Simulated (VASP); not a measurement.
# As (R-3m) in VASP: notebook

Runs on As. Level: LDA. Tasks: single point.

Everything below comes from runs of VASP 6.6.1. Logs are shortened: lines on timing, memory, paths and dates and some standing lists are left out, and cuts for length are marked.

**1. The cell of the first run**

The structure is trigonal, space group R-3m (No. 166). Conventional cell: a = 3.683 Å, b = 3.683 Å, c = 10.244 Å, α = 90.00°, β = 90.00°, γ = 120.00°. As (site symmetry 3m) has 6 As at 2.47 to 3.04 Å within 3.3 Å.

**2. Single point, LDA (volume scaled by 0.94)**

Contents of INCAR:

```
PREC = Accurate
ENCUT = 520
EDIFF = 1E-6
ISMEAR = -1
SIGMA = 0.05
LREAL = False
LASPH = True
NELM = 60
ALGO = Normal
ISIF = 2
LWAVE = False
LCHARG = True
LELF = True
LVHAR = True
NBANDS = 12
```

Contents of KPOINTS:

```
Automatic mesh
0
Gamma
  13 13 13
```

Contents of POSCAR:

```
As
1.0
    1.8413764564      1.0631191928      3.4146118702
   -1.8413764564      1.0631191928      3.4146118702
    0.0000000000     -2.1262383856      3.4146118702
As
2
Direct
    0.2275400000      0.2275400000      0.2275400000
    0.7724600000      0.7724600000      0.7724600000
```

Potentials or basis: VASP PAW LDA potentials, release 64 (As).

Run with:

```sh
$ cat potpaw_LDA.64/As/POTCAR > POTCAR
$ mpirun -np 1 vasp_std > vasp.out
```

OUTCAR:

```text
PREC = Accurate
   ENCUT = 520
   EDIFF = 1E-6
   ISMEAR = -1
   LREAL = False
   LASPH = True
   NELM = 60
   ISIF = 2

 ion  position               nearest neighbor table
   1  0.228  0.228  0.228-   2 2.47   2 2.47   2 2.47
   2  0.772  0.772  0.772-   1 2.47   1 2.47   1 2.47

  LATTYP: Found a trigonal (rhomboedric) cell.
 ALAT       =     4.0224947354
 COS(alpha) =     0.5808936906

  Lattice vectors:

 A1 = (   1.8413764564,   1.0631191928,   3.4146118702)
 A2 = (  -1.8413764564,   1.0631191928,   3.4146118702)
 A3 = (   0.0000000000,  -2.1262383856,   3.4146118702)

Analysis of symmetry for initial positions (statically):
=====================================================================
 Subroutine PRICEL returns:
 Original cell was already a primitive cell.

 Routine SETGRP: Setting up the symmetry group for a
 trigonal (rhombohedral) supercell.

 Subroutine GETGRP returns: Found 12 space group operations
 (whereof 12 operations were pure point group operations)
 out of a pool of 12 trial point group operations.

The static configuration has the point symmetry D_3d.

Analysis of symmetry for dynamics (positions and initial velocities):
=====================================================================
 Subroutine PRICEL returns:
 Original cell was already a primitive cell.

 Routine SETGRP: Setting up the symmetry group for a
 trigonal (rhombohedral) supercell.

 Subroutine GETGRP returns: Found 12 space group operations
 (whereof 12 operations were pure point group operations)
 out of a pool of 12 trial point group operations.

The dynamic configuration has the point symmetry D_3d.

 Subroutine INISYM returns: Found 12 space group operations
 (whereof 12 operations are pure point group operations),
 and found     1 'primitive' translations

----------------------------------------------------------------------------------------

                                     Primitive cell

  volume of cell :      40.1067

  direct lattice vectors                    reciprocal lattice vectors
     1.841376456  1.063119193  3.414611870     0.271536001  0.156771383  0.097619684
    -1.841376456  1.063119193  3.414611870    -0.271536001  0.156771383  0.097619684
     0.000000000 -2.126238386  3.414611870     0.000000000 -0.313542767  0.097619684

  length of vectors
     4.022494735  4.022494735  4.022494735     0.328387986  0.328387986  0.328387986

  position of ions in fractional coordinates (direct lattice)
     0.227540000  0.227540000  0.227540000
     0.772460000  0.772460000  0.772460000

  ion indices of the primitive-cell ions
   primitive index   ion index
                 1           1
                 2           2

----------------------------------------------------------------------------------------

 KPOINTS: Automatic mesh

Automatic generation of k-mesh.
 Grid dimensions read from file:
 generate k-points for:   13   13   13

 Generating k-lattice:

  Cartesian coordinates                     Fractional coordinates (reciprocal lattice)
     0.020887385  0.012059337  0.007509206     0.076923077  0.000000000 -0.000000000
    -0.020887385  0.012059337  0.007509206     0.000000000  0.076923077 -0.000000000
     0.000000000 -0.024118674  0.007509206    -0.000000000 -0.000000000  0.076923077

  Length of vectors
     0.025260614  0.025260614  0.025260614

  Shift w.r.t. Gamma in fractional coordinates (k-lattice)
     0.000000000  0.000000000  0.000000000

 Subroutine IBZKPT returns following result:
 ===========================================

 Found    231 irreducible k-points:

 Following reciprocal coordinates:
            Coordinates               Weight
  0.000000  0.000000  0.000000      1.000000
  0.076923  0.000000  0.000000      6.000000
  0.153846 -0.000000 -0.000000      6.000000
  0.230769  0.000000  0.000000      6.000000
  0.307692 -0.000000 -0.000000      6.000000
  0.384615  0.000000 -0.000000      6.000000
[... 16 lines left out ...]
  0.384615  0.153846  0.000000     12.000000
  0.461538  0.153846  0.000000     12.000000
 [... further k-points ...]
   k-points           NKPTS =    231   k-points in BZ     NKDIM =    231   number of bands    NBANDS=     12
   number of dos      NEDOS =    301   number of ions     NIONS =      2
   total plane-waves  NPLWV =  27000
   dimension x,y,z NGX =    30 NGY =   30 NGZ =   30
   dimension x,y,z NGXF=    60 NGYF=   60 NGZF=   60
   ions per type =               2
   NGX,Y,Z   is equivalent  to a cutoff of  12.40, 12.40, 12.40 a.u.
   NGXF,Y,Z  is equivalent  to a cutoff of  24.80, 24.80, 24.80 a.u.
 SYSTEM =  unknown system
   PREC   = accura    normal or accurate (medium, high low for compatibility)
   ISTART =      0    job   : 0-new  1-cont  2-samecut
   ICHARG =      2    charge: 1-file 2-atom 10-const
   ISPIN  =      1    spin polarized calculation?
   LNONCOLLINEAR =      F non collinear calculations
   LSORBIT =      F    spin-orbit coupling
   LASPH  =      T    aspherical Exc in radial PAW
   ENCUT  =  520.0 eV  38.22 Ry    6.18 a.u.   7.48  7.48  7.48*2*pi/ulx,y,z
   NELM   =     60;   NELMIN=  2; NELMDL= -5     # of ELM steps
   EDIFF  = 0.1E-05   stopping-criterion for ELM
   LREAL  =      F    real-space projection
   EDIFFG = 0.1E-04   stopping-criterion for IOM
   NSW    =      0    number of steps for IOM
   IBRION =     -1    ionic relax: 0-MD 1-quasi-New 2-CG
   NFREE  =      0    steps in history (QN), initial steepest desc. (CG)
   ISIF   =      2    stress and relaxation
   ISYM   =      2    0-nonsym 1-usesym 2-fastsym
   POTIM  = 0.5000    time-step for ionic-motion
   TEBEG  =    0.0;   TEEND  =   0.0 temperature during run
   PSTRESS=    0.0 pullay stress
   NELECT =      10.0000    total number of electrons
   NUPDOWN=      -1.0000    fix difference up-down
   EMIN   =  10.00;   EMAX   =-10.00  energy-range for DOS
   EFERMI =   0.00;   METHOD = LEGACY
   ISMEAR =    -1;   SIGMA  =   0.05  broadening in eV -4-tet -1-fermi 0-gaus
   EFERMI_NEDOS =   21; number of points for ismear=-14 and -15
   IALGO  =     38    algorithm
   IMIX   =      4    mixing-type and parameters
     AMIX     =   0.40;   BMIX     =  1.00
     AMIX_MAG =   1.60;   BMIX_MAG =  1.00
  volume/ion in A,a.u.               =      20.05       135.33
  Fermi-wavevector in a.u.,A,eV,Ry     =   1.030392  1.947158 14.445408  1.061708
  Thomas-Fermi vector in A             =   2.164488
   LORBIT       =      0    0 simple, 1 ext, 2 COOP (PROOUT), +10 PAW based schemes
   GGA     = CA    functional components
   LHFCALC =     F    Hartree Fock is set to
   AEXX    =    0.0000 exact exchange contribution
   IVDW    =     0    specifies the selected vdW correction
   LEPSILON=     F    determine dielectric tensor
   LRPA    =     F    only Hartree local field effects (RPA)
 non-spin polarized calculation
  energy-cutoff  :      520.00
  volume of cell :       40.11
 maximum number of plane-waves:      1099
 NGX is ok and might be reduce to    30
   NGX = 15   NGY = 15   NGZ = 15

 number of electron      10.0000000 magnetization

 Free energy of the ion-electron system (eV)
  ---------------------------------------------------
  ext. energy  EPLUGINS =         0.00000000
  ---------------------------------------------------
  free energy    TOTEN  =       -10.74382542 eV

  energy without entropy =      -10.74238534  energy(sigma->0) =      -10.74310538

 E-fermi :   6.3560     XC(G=0): -10.4636

 val. band max:        6.3535587794   @ k =   0.4615   0.0769   0.0769
 cond. band min:       6.3980615352   @ k =   0.3846   0.1538   0.1538
 fundamental gap:      0.0445027558
 Fermi energy:         6.3559919262

 k-point     1 :       0.0000    0.0000    0.0000
  band No.  band energies     occupation
      1      -9.4069      2.00000
      2       0.7733      2.00000
      3       3.5291      2.00000
      4       4.1367      2.00000
      5       4.1367      2.00000
      6       8.0108      0.00000
      7       9.3097      0.00000
      8       9.3097      0.00000
      9      13.0373      0.00000
     10      13.0373      0.00000
     11      13.5404      0.00000
     12      15.0560      0.00000

 k-point     2 :       0.0769    0.0000    0.0000
  band No.  band energies     occupation
      1      -9.3221      2.00000
      2       0.4208      2.00000
      3       3.5813      2.00000
      4       4.0731      2.00000
      5       4.1101      2.00000
      6       8.1999      0.00000
      7       9.1321      0.00000
      8       9.2361      0.00000
      9      12.4312      0.00000
     10      12.9095      0.00000
     11      13.0453      0.00000
     12      15.6628      0.00000

 k-point     3 :       0.1538   -0.0000   -0.0000
  band No.  band energies     occupation
      1      -9.0689      2.00000
      2      -0.4639      2.00000
      3       3.4934      2.00000
      4       3.9106      2.00000
      5       4.3027      2.00000
      6       8.2196      0.00000
      7       8.8395      0.00000
      8       8.9584      0.00000
      9      11.8532      0.00000
     10      12.6402      0.00000
     11      13.0457      0.00000
     12      16.9887      0.00000
[... 286 lines left out ...]
 k-point    23 :       0.3846    0.1538    0.0000
  band No.  band energies     occupation
      1      -7.6681      2.00000
      2      -3.1396      2.00000
      3       2.0136      2.00000
      4       2.5277      2.00000
      5       4.4449      2.00000
      6       8.1952      0.00000
      7       8.7657      0.00000
      8       9.2605      0.00000
      9      11.6919      0.00000
     10      15.1749      0.00000
     11      16.9090      0.00000
     12      18.0280      0.00000

 k-point    24 :       0.4615    0.1538    0.0000
  band No.  band energies     occupation
      1      -6.9497      2.00000
      2      -4.2042      2.00000
      3       1.7783      2.00000
      4       2.5873      2.00000
      5       4.2941      2.00000
      6       7.9875      0.00000
      7       8.1688      0.00000
      8       9.3481      0.00000
      9      12.9383      0.00000
     10      16.0295      0.00000
     11      16.5952      0.00000
     12      18.5935      0.00000

 [... further k-points ...]
[... 5 lines left out ...]
  --------------------------------------------------------------------------------------
  -------------------------------------------------------------------------------------
  Total        1.3375016      1.3375016      0.6170881      0.0000000     -0.0000000      0.0000000
  in kB       53.4303177     53.4303177     24.6513429      0.0000000     -0.0000000      0.0000000
  external PRESSURE =      43.8373261 kB  Pullay stress =       0.0000000 kB

 VOLUME and BASIS-vectors are now :
 -----------------------------------------------------------------------------
  energy-cutoff  :      520.00
  volume of cell :       40.11
      direct lattice vectors                 reciprocal lattice vectors
     1.841376456  1.063119193  3.414611870     0.271536001  0.156771383  0.097619684
    -1.841376456  1.063119193  3.414611870    -0.271536001  0.156771383  0.097619684
     0.000000000 -2.126238386  3.414611870     0.000000000 -0.313542767  0.097619684

 POSITION                                       TOTAL-FORCE (eV/Angst)
 -----------------------------------------------------------------------------------
      0.00000      0.00000      2.33088         0.000000      0.000000      0.588501
      0.00000      0.00000      7.91295         0.000000     -0.000000     -0.588501
 -----------------------------------------------------------------------------------
    total drift:                               -0.000000      0.000000     -0.000000

  FREE ENERGIE OF THE ION-ELECTRON SYSTEM (eV)
  ---------------------------------------------------
  free  energy   TOTEN  =       -10.7438254182 eV

  energy  without entropy=      -10.7423853428  energy(sigma->0) =      -10.74310538
```

It took 87 s on 1 thread of Intel Xeon Platinum 8259CL at 2.50GHz (Skylake/Cascade Lake), shared host; peak memory 0.21 GiB.

Results:

```yaml
Free_energy: -10.7438 eV
Pressure: 4.4 GPa
Largest_force: 0.589 eV/Å
Band_gap_on_the_k_mesh: zero (band 5 reaches 6.50 eV, above the bottom of band 6 at 6.14 eV)
```

Forces on the atoms (eV/Å):
```
As   0.000  0.000  0.589
As   0.000  0.000 -0.589
```

**3. Single point, LDA (volume scaled by 0.96)**

Contents of INCAR:

```
SYSTEM = As
PREC = Accurate
ENCUT = 520
EDIFF = 1E-7
ISMEAR = -1
SIGMA = 0.05
LREAL = .False.
LASPH = .True.
NELM = 100
ALGO = Normal
ISIF = 2
LWAVE = .False.
LCHARG = .False.
GGA = CA
NBANDS = 12
```

Contents of KPOINTS:

```
Automatic mesh
0
Gamma
  13 13 13
  0 0 0
```

Contents of POSCAR:

```
As
1.0
    1.8543443235      1.0706061944      3.4386592249
   -1.8543443235      1.0706061944      3.4386592249
    0.0000000000     -2.1412123887      3.4386592249
As
2
Direct
    0.2275400000      0.2275400000      0.2275400000
    0.7724600000      0.7724600000      0.7724600000
```

Potentials or basis: VASP PAW LDA potentials, release 64 (As).

Run with:

```sh
$ cat potpaw_LDA.64/As/POTCAR > POTCAR
$ mpirun -np 1 vasp_std > vasp.out
```

OUTCAR:

```text
SYSTEM = As
   PREC = Accurate
   ENCUT = 520
   EDIFF = 1E-7
   ISMEAR = -1
   LREAL = .False.
   LASPH = .True.
   NELM = 100
   ISIF = 2
   GGA = CA

 ion  position               nearest neighbor table
   1  0.228  0.228  0.228-   2 2.48   2 2.48   2 2.48
   2  0.772  0.772  0.772-   1 2.48   1 2.48   1 2.48

  LATTYP: Found a trigonal (rhomboedric) cell.
 ALAT       =     4.0508230964
 COS(alpha) =     0.5808936906

  Lattice vectors:

 A1 = (   1.8543443235,   1.0706061944,   3.4386592249)
 A2 = (  -1.8543443235,   1.0706061944,   3.4386592249)
[... 539 lines left out ...]
      8       9.0431      0.00000
      9      12.6675      0.00000
     10      15.7461      0.00000
     11      16.2876      0.00000
     12      18.2268      0.00000

 [... further k-points ...]
[... 5 lines left out ...]
  --------------------------------------------------------------------------------------
  -------------------------------------------------------------------------------------
  Total        0.7938094      0.7938094      0.2198965      0.0000000      0.0000000      0.0000000
  in kB       31.0503366     31.0503366      8.6013842      0.0000000      0.0000000      0.0000000
  external PRESSURE =      23.5673525 kB  Pullay stress =       0.0000000 kB

 VOLUME and BASIS-vectors are now :
 -----------------------------------------------------------------------------
  energy-cutoff  :      520.00
  volume of cell :       40.96
      direct lattice vectors                 reciprocal lattice vectors
     1.854344323  1.070606194  3.438659225     0.269637086  0.155675044  0.096937007
    -1.854344323  1.070606194  3.438659225    -0.269637086  0.155675044  0.096937007
     0.000000000 -2.141212389  3.438659225     0.000000000 -0.311350088  0.096937007

 POSITION                                       TOTAL-FORCE (eV/Angst)
 -----------------------------------------------------------------------------------
      0.00000      0.00000      2.34730         0.000000      0.000000      0.426326
      0.00000      0.00000      7.96868         0.000000     -0.000000     -0.426326
 -----------------------------------------------------------------------------------
    total drift:                               -0.000000      0.000000     -0.000000

  FREE ENERGIE OF THE ION-ELECTRON SYSTEM (eV)
  ---------------------------------------------------
  free  energy   TOTEN  =       -10.7616949370 eV

  energy  without entropy=      -10.7604743455  energy(sigma->0) =      -10.76108464
```

OSZICAR:

```text
N       E                     dE             d eps       ncg     rms          rms(c)
DAV:   1     0.272863017754E+02    0.27286E+02   -0.42022E+03  5552   0.694E+02
DAV:   2    -0.920860579082E+01   -0.36495E+02   -0.34849E+02  7380   0.112E+02
DAV:   3    -0.108084098403E+02   -0.15998E+01   -0.15883E+01  6960   0.239E+01
DAV:   4    -0.108163516930E+02   -0.79419E-02   -0.79412E-02  6288   0.191E+00
DAV:   5    -0.108163715586E+02   -0.19866E-04   -0.19866E-04  6920   0.103E-01    0.385E+00
DAV:   6    -0.107798804866E+02    0.36491E-01   -0.10827E-02  6140   0.535E-01    0.228E+00
DAV:   7    -0.107617423871E+02    0.18138E-01   -0.20255E-02  6220   0.749E-01    0.758E-02
DAV:   8    -0.107616912096E+02    0.51177E-04   -0.57391E-04  6388   0.149E-01    0.230E-02
DAV:   9    -0.107616950008E+02   -0.37911E-05   -0.29854E-05  6856   0.307E-02    0.112E-02
DAV:  10    -0.107616948188E+02    0.18198E-06   -0.13948E-06  6416   0.648E-03    0.329E-03
DAV:  11    -0.107616949443E+02   -0.12553E-06   -0.15583E-07  5948   0.250E-03    0.637E-04
DAV:  12    -0.107616949370E+02    0.73308E-08   -0.24412E-08  3456   0.780E-04
   1 F= -.10761695E+02 E0= -.10761085E+02  d E =-.122059E-02
```

stdout:

```text
POSCAR found type information on POSCAR As
 POSCAR found :  1 types and       2 ions
 scaLAPACK will be used
 LDA part: xc-table for (Slater(with rela. corr.)+CA(PZ))
 , standard interpolation
 POSCAR, INCAR and KPOINTS ok, starting setup
 FFT: planning ... GRIDC
 FFT: planning ... GRID_SOFT
 FFT: planning ... GRID
 WAVECAR not read
 entering main loop
```

It took 88 s on 1 thread of Intel Xeon Platinum 8259CL at 2.50GHz (Skylake/Cascade Lake), shared host; peak memory 0.21 GiB.

Results:

| Item | Value |
| --- | --- |
| Free energy | -10.7617 eV |
| Pressure | 2.4 GPa |
| Largest force | 0.426 eV/Å |
| Band gap on the k mesh | zero (band 5 reaches 6.23 eV, above the bottom of band 6 at 5.87 eV) |

Forces in eV/Å, atoms in the order of the input:
```
As   0.000  0.000  0.426
As   0.000  0.000 -0.426
```

Levels at points of the mesh, in eV from the Fermi level:
| k point | band 1 | band 2 | band 3 | band 4 | band 5 | band 6 | band 7 | band 8 | band 9 | band 10 |
| --- | --- | --- | --- | --- | --- | --- | --- | --- | --- | --- |
| (0.00, 0.00, 0.00) | -15.55 | -5.69 | -2.74 | -2.16 | -2.16 | 1.67 | 2.93 | 2.93 | 6.70 | 6.70 |

**4. Single point, LDA (equal xx and yy strain of -2 %)**

Contents of INCAR:

```
PREC = Accurate
ENCUT = 520
EDIFF = 1E-6
ISMEAR = -1
SIGMA = 0.05
LREAL = False
LASPH = True
NELM = 80
ALGO = Normal
ISIF = 2
LWAVE = False
LCHARG = False
NBANDS = 12
```

Contents of KPOINTS:

```
Automatic mesh
0
Gamma
  13 13 13
```

Contents of POSCAR:

```
As
1.0
    1.8421544684      1.0635683782      3.4857700000
   -1.8421544684      1.0635683782      3.4857700000
    0.0000000000     -2.1271367564      3.4857700000
As
2
Direct
    0.2275400000      0.2275400000      0.2275400000
    0.7724600000      0.7724600000      0.7724600000
```

Run with:

```sh
$ cat potpaw_LDA.64/As/POTCAR > POTCAR
$ mpirun -np 1 vasp_std > vasp.out
```

Run time: 72 s. Hardware: 1 thread of Intel Xeon Platinum 8259CL at 2.50GHz (Skylake/Cascade Lake), shared host; peak memory 0.22 GiB.

Results (log left out):

```yaml
Free_energy: -10.7527 eV
Pressure: 2.6 GPa
Largest_force: 0.395 eV/Å
Band_gap_on_the_k_mesh: zero (band 5 reaches 6.35 eV, above the bottom of band 6 at 5.85 eV)
```

Forces on the atoms (eV/Å):
```
As   0.000  0.000  0.395
As   0.000  0.000 -0.395
```

Stress tensor (GPa, compression positive):
```
3.66 0.00 0.00
0.00 3.66 0.00
0.00 0.00 0.62
```

Levels at points of the mesh, in eV from the Fermi level:
| k point | band 2 | band 3 | band 4 | band 5 | band 6 | band 7 | band 8 | band 9 |
| --- | --- | --- | --- | --- | --- | --- | --- | --- |
| (0.00, 0.00, 0.00) | -5.78 | -2.93 | -2.09 | -2.09 | 1.66 | 2.91 | 2.91 | 6.79 |

Caveat: the cell differs from its parent crystal (equal xx and yy strain of -2 %).

(Part 1 of 2 ends here.)
